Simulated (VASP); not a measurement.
# AlN (I-4m2) in VASP: notebook, part 2 of 2

VASP 6.6.1. Earlier steps stand in the parts before.

**4. Single point, PBE (strain +0.0600 x Voigt [1, 1, 0, 0, 0, 0])**

File INCAR:

```
PREC = Accurate ; ENCUT = 520
EDIFF = 1E-6 ; ISMEAR = 0
SIGMA = 0.05 ; LREAL = False
LASPH = True ; NELM = 100
ALGO = Normal ; ISIF = 2
LWAVE = False ; LCHARG = False
GGA = PE ; NBANDS = 11
```

File KPOINTS:

```
Automatic mesh
0
Gamma
  10 10 10
```

File POSCAR:

```
AlN
1.0
    0.0000000000      2.3150331732      2.1839935596
    2.3150331732      0.0000000000      2.1839935596
    2.3150331732      2.3150331732      0.0000000000
Al N
1 1
Direct
    0.0000000000      0.0000000000      0.0000000000
    0.7500000000      0.7500000000      0.7500000000
```

Potentials or basis: VASP PAW PBE potentials, release 64 (Al, N).

Launch:

```
> cat potpaw_PBE.64/Al/POTCAR potpaw_PBE.64/N/POTCAR > POTCAR
> mpirun -np 1 vasp_std > vasp.out
```

OUTCAR:

```text
PREC = Accurate
   ENCUT = 520
   EDIFF = 1E-6
   ISMEAR = 0
   LREAL = False
   LASPH = True
   NELM = 100
   ISIF = 2
   GGA = PE

 ion  position               nearest neighbor table
   1  0.000  0.000  0.000-   2 1.97   2 1.97   2 1.97   2 1.97
   2  0.750  0.750  0.750-   1 1.97   1 1.97   1 1.97   1 1.97

  LATTYP: Found a body centered tetragonal cell.
 ALAT       =     3.2739513109
 C/A-ratio  =     1.3341637381

  Lattice vectors:

 A1 = (   0.0000000000,  -2.3150331732,  -2.1839935596)
 A2 = (   0.0000000000,   2.3150331732,  -2.1839935596)
 A3 = (   2.3150331732,   0.0000000000,   2.1839935596)

Analysis of symmetry for initial positions (statically):
=====================================================================
 Subroutine PRICEL returns:
 Original cell was already a primitive cell.

 Routine SETGRP: Setting up the symmetry group for a
 body centered tetragonal supercell.

 Subroutine GETGRP returns: Found  8 space group operations
 (whereof  8 operations were pure point group operations)
 out of a pool of 16 trial point group operations.

The static configuration has the point symmetry D_2d.

Analysis of symmetry for dynamics (positions and initial velocities):
=====================================================================
 Subroutine PRICEL returns:
 Original cell was already a primitive cell.

 Routine SETGRP: Setting up the symmetry group for a
 body centered tetragonal supercell.

 Subroutine GETGRP returns: Found  8 space group operations
 (whereof  8 operations were pure point group operations)
 out of a pool of 16 trial point group operations.

The dynamic configuration has the point symmetry D_2d.

 Subroutine INISYM returns: Found  8 space group operations
 (whereof  8 operations are pure point group operations),
 and found     1 'primitive' translations

----------------------------------------------------------------------------------------

                                     Primitive cell

  volume of cell :      23.4097

  direct lattice vectors                    reciprocal lattice vectors
     0.000000000  2.315033173  2.183993560    -0.215979626  0.215979626  0.228938404
     2.315033173  0.000000000  2.183993560     0.215979626 -0.215979626  0.228938404
     2.315033173  2.315033173  0.000000000     0.215979626  0.215979626 -0.228938404

  length of vectors
     3.182641428  3.182641428  3.273951311     0.381716113  0.381716113  0.381716113

  position of ions in fractional coordinates (direct lattice)
     0.000000000  0.000000000  0.000000000
     0.750000000  0.750000000  0.750000000

  ion indices of the primitive-cell ions
   primitive index   ion index
                 1           1
                 2           2

----------------------------------------------------------------------------------------

 KPOINTS: Automatic mesh

Automatic generation of k-mesh.
 Grid dimensions read from file:
 generate k-points for:   10   10   10

 Generating k-lattice:

  Cartesian coordinates                     Fractional coordinates (reciprocal lattice)
    -0.021597963  0.021597963  0.022893840     0.100000000  0.000000000  0.000000000
     0.021597963 -0.021597963  0.022893840     0.000000000  0.100000000  0.000000000
     0.021597963  0.021597963 -0.022893840     0.000000000  0.000000000  0.100000000

  Length of vectors
     0.038171611  0.038171611  0.038171611

  Shift w.r.t. Gamma in fractional coordinates (k-lattice)
     0.000000000  0.000000000  0.000000000

 Subroutine IBZKPT returns following result:
 ===========================================

 Found    102 irreducible k-points:

 Following reciprocal coordinates:
            Coordinates               Weight
  0.000000  0.000000  0.000000      1.000000
  0.100000  0.000000  0.000000      8.000000
  0.200000  0.000000  0.000000      8.000000
  0.300000 -0.000000  0.000000      8.000000
  0.400000  0.000000  0.000000      8.000000
  0.500000 -0.000000  0.000000      4.000000
[... 16 lines left out ...]
  0.300000  0.300000  0.000000      2.000000
  0.400000  0.300000  0.000000      8.000000
 [... further k-points ...]
   k-points           NKPTS =    102   k-points in BZ     NKDIM =    102   number of bands    NBANDS=     11
   number of dos      NEDOS =    301   number of ions     NIONS =      2
   total plane-waves  NPLWV =  13824
   dimension x,y,z NGX =    24 NGY =   24 NGZ =   24
   dimension x,y,z NGXF=    48 NGYF=   48 NGZF=   48
   ions per type =               1   1
   NGX,Y,Z   is equivalent  to a cutoff of  12.54, 12.54, 12.19 a.u.
   NGXF,Y,Z  is equivalent  to a cutoff of  25.07, 25.07, 24.37 a.u.
 SYSTEM =  unknown system
   PREC   = accura    normal or accurate (medium, high low for compatibility)
   ISTART =      0    job   : 0-new  1-cont  2-samecut
   ICHARG =      2    charge: 1-file 2-atom 10-const
   ISPIN  =      1    spin polarized calculation?
   LNONCOLLINEAR =      F non collinear calculations
   LSORBIT =      F    spin-orbit coupling
   LASPH  =      T    aspherical Exc in radial PAW
   ENCUT  =  520.0 eV  38.22 Ry    6.18 a.u.   5.92  5.92  6.09*2*pi/ulx,y,z
   NELM   =    100;   NELMIN=  2; NELMDL= -5     # of ELM steps
   EDIFF  = 0.1E-05   stopping-criterion for ELM
   LREAL  =      F    real-space projection
   EDIFFG = 0.1E-04   stopping-criterion for IOM
   NSW    =      0    number of steps for IOM
   IBRION =     -1    ionic relax: 0-MD 1-quasi-New 2-CG
   NFREE  =      0    steps in history (QN), initial steepest desc. (CG)
   ISIF   =      2    stress and relaxation
   ISYM   =      2    0-nonsym 1-usesym 2-fastsym
   POTIM  = 0.5000    time-step for ionic-motion
   TEBEG  =    0.0;   TEEND  =   0.0 temperature during run
   PSTRESS=    0.0 pullay stress
   NELECT =       8.0000    total number of electrons
   NUPDOWN=      -1.0000    fix difference up-down
   EMIN   =  10.00;   EMAX   =-10.00  energy-range for DOS
   EFERMI =   0.00;   METHOD = LEGACY
   ISMEAR =     0;   SIGMA  =   0.05  broadening in eV -4-tet -1-fermi 0-gaus
   EFERMI_NEDOS =   21; number of points for ismear=-14 and -15
   IALGO  =     38    algorithm
   IMIX   =      4    mixing-type and parameters
     AMIX     =   0.40;   BMIX     =  1.00
     AMIX_MAG =   1.60;   BMIX_MAG =  1.00
  volume/ion in A,a.u.               =      11.70        78.99
  Fermi-wavevector in a.u.,A,eV,Ry     =   1.144563  2.162910 17.823954  1.310024
  Thomas-Fermi vector in A             =   2.281254
   LORBIT       =      0    0 simple, 1 ext, 2 COOP (PROOUT), +10 PAW based schemes
   GGA     = PE    functional components
   LHFCALC =     F    Hartree Fock is set to
   AEXX    =    0.0000 exact exchange contribution
   IVDW    =     0    specifies the selected vdW correction
   LEPSILON=     F    determine dielectric tensor
   LRPA    =     F    only Hartree local field effects (RPA)
 non-spin polarized calculation
 Gauss-broadening in eV      SIGMA  =   0.05
  energy-cutoff  :      520.00
  volume of cell :       23.41
 maximum number of plane-waves:       641
   NGX = 11   NGY = 11   NGZ = 13

 number of electron       7.9999999 magnetization

 Free energy of the ion-electron system (eV)
  ---------------------------------------------------
  ext. energy  EPLUGINS =         0.00000000
  ---------------------------------------------------
  free energy    TOTEN  =       -14.72079285 eV

  energy without entropy =      -14.72079285  energy(sigma->0) =      -14.72079285

 E-fermi :   5.3024     XC(G=0): -10.4388

 val. band max:        5.0746774386   @ k =   0.0000   0.0000   0.0000
 cond. band min:       8.0554708517   @ k =   0.5000   0.5000   0.0000
 fundamental gap:      2.9807934131
 Fermi energy:         5.3023735871

 k-point     1 :       0.0000    0.0000    0.0000
  band No.  band energies     occupation
      1      -9.4080      2.00000
      2       4.8637      2.00000
      3       4.8637      2.00000
      4       5.0747      2.00000
      5       8.1177      0.00000
      6      16.3269      0.00000
      7      16.4160      0.00000
      8      16.4160      0.00000
      9      20.8478      0.00000
     10      22.2826      0.00000
     11      22.2869      0.00000
[... 309 lines left out ...]
 k-point    24 :       0.4000    0.3000    0.0000
  band No.  band energies     occupation
      1      -7.5994      2.00000
      2       1.1687      2.00000
      3       3.2128      2.00000
      4       3.3782      2.00000
      5       9.6041      0.00000
      6      13.1135      0.00000
      7      16.4358      0.00000
      8      17.9530      0.00000
      9      18.5319      0.00000
     10      24.5200      0.00000
     11      26.4050      0.00000

 [... further k-points ...]
[... 5 lines left out ...]
  --------------------------------------------------------------------------------------
  -------------------------------------------------------------------------------------
  Total       -2.5773039     -2.5773039     -1.5589189      0.0000000      0.0000000     -0.0000000
  in kB     -176.3926235   -176.3926235   -106.6935847      0.0000000      0.0000000     -0.0000000
  external PRESSURE =    -153.1596106 kB  Pullay stress =       0.0000000 kB

 VOLUME and BASIS-vectors are now :
 -----------------------------------------------------------------------------
  energy-cutoff  :      520.00
  volume of cell :       23.41
      direct lattice vectors                 reciprocal lattice vectors
     0.000000000  2.315033173  2.183993560    -0.215979626  0.215979626  0.228938404
     2.315033173  0.000000000  2.183993560     0.215979626 -0.215979626  0.228938404
     2.315033173  2.315033173  0.000000000     0.215979626  0.215979626 -0.228938404

 POSITION                                       TOTAL-FORCE (eV/Angst)
 -----------------------------------------------------------------------------------
      0.00000      0.00000      0.00000        -0.000000     -0.000000      0.000000
      3.47255      3.47255      3.27599         0.000000      0.000000     -0.000000
 -----------------------------------------------------------------------------------
    total drift:                                0.000000      0.000000     -0.000000

  FREE ENERGIE OF THE ION-ELECTRON SYSTEM (eV)
  ---------------------------------------------------
  free  energy   TOTEN  =       -14.7207928481 eV

  energy  without entropy=      -14.7207928481  energy(sigma->0) =      -14.72079285
```

OSZICAR:

```text
N       E                     dE             d eps       ncg     rms          rms(c)
DAV:   1     0.114828917707E+02    0.11483E+02   -0.37700E+03  2268   0.595E+02
DAV:   2    -0.159158332737E+02   -0.27399E+02   -0.26574E+02  2744   0.134E+02
DAV:   3    -0.168974196347E+02   -0.98159E+00   -0.98030E+00  2759   0.247E+01
DAV:   4    -0.169027815021E+02   -0.53619E-02   -0.53615E-02  2556   0.201E+00
DAV:   5    -0.169028506965E+02   -0.69194E-04   -0.69194E-04  2745   0.221E-01    0.812E+00
DAV:   6    -0.147288007860E+02    0.21740E+01   -0.12325E+01  2595   0.168E+01    0.274E+00
DAV:   7    -0.147280777265E+02    0.72306E-03   -0.14264E-01  2445   0.313E+00    0.193E+00
DAV:   8    -0.147227803654E+02    0.52974E-02   -0.37523E-02  2439   0.180E+00    0.647E-01
DAV:   9    -0.147207485640E+02    0.20318E-02   -0.57541E-03  2667   0.450E-01    0.246E-01
DAV:  10    -0.147207888237E+02   -0.40260E-04   -0.66153E-04  2517   0.164E-01    0.257E-02
DAV:  11    -0.147207933315E+02   -0.45078E-05   -0.10510E-05  2679   0.243E-02    0.202E-02
DAV:  12    -0.147207928481E+02    0.48339E-06   -0.19161E-06  2451   0.973E-03
   1 F= -.14720793E+02 E0= -.14720793E+02  d E =-.277909E-13
```

Run time: 11 s. Hardware: 1 thread of Intel Xeon Platinum 8488C (Sapphire Rapids), shared host; peak memory 0.14 GiB.

Results:

```
Free energy            : -14.7208 eV
Pressure               : -15.3 GPa
Band gap on the k mesh : 2.98 eV, indirect (least direct gap 3.04 eV)
```

Caveat: the cell differs from its parent crystal (strain +0.0600 x Voigt [1, 1, 0, 0, 0, 0]). A k mesh can miss the band edges.

**5. The runs side by side**

```tsv
cell	gap on the mesh (eV)	pressure (GPa)
a = 3.159, b = 3.159, c = 3.228 Å, angles 59.3, 59.3, 61.4°, 2 atoms	3.05	-11.3
a = 3.171, b = 3.171, c = 3.251 Å, angles 59.2, 59.2, 61.7°, 2 atoms	3.02	-13.4
a = 3.183, b = 3.183, c = 3.274 Å, angles 59.0, 59.0, 61.9°, 2 atoms	2.98	-15.3
```

Alike in all rows: task single point; level PBE; potentials or basis VASP PAW PBE potentials, release 64 (Al, N); no spin polarisation; k mesh 10 × 10 × 10; cutoff (eV) 520; smearing gaussian 0.05 eV.

Total energies depend on the potentials used, so only differences within one code and one set of settings carry meaning.
